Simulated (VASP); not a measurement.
Runs of VASP 6.6.1 on CaO. It takes space group F-43m (No. 216, cubic). Conventional cell: a = 5.213 Å, b = 5.213 Å, c = 5.213 Å, α = 90.00°, β = 90.00°, γ = 90.00°. Ca (site symmetry -43m) has 4 O at 2.26 Å within 3.0 Å. Within 3.0 Å of O (site symmetry -43m) lie 4 Ca at 2.26 Å. 

```tsv
level	k mesh	smearing	gap on the mesh (eV)	pressure (GPa)
PBEsol	6 × 6 × 6	fermi-dirac 0.001 eV	3.20	-1.1
PBEsol	6 × 6 × 6	gaussian 0.01 eV	3.20	-1.1
PBEsol+D3(BJ)	6 × 6 × 6	gaussian 0.01 eV	3.20	-3.0
PBEsol	6 × 6 × 6	methfessel-paxton 0.05 eV	3.20	-1.1
PBEsol	5 × 5 × 5	gaussian 0.01 eV	(a)	-1.1
```

Alike in all rows: task single point; potentials or basis VASP PAW PBE potentials, release 64 (Ca_sv, O); no spin polarisation; cell as given; cutoff (eV) 600.

**Question.** Fill in the values left out.

**Answer.** (a) 3.27.

Caveats: the PAW data sets were made with another functional, which shifts forces and pressure a little; the cell stands under tension (at least some runs); an odd mesh through Γ misses points on the zone boundary, where band edges can lie (at least some runs).
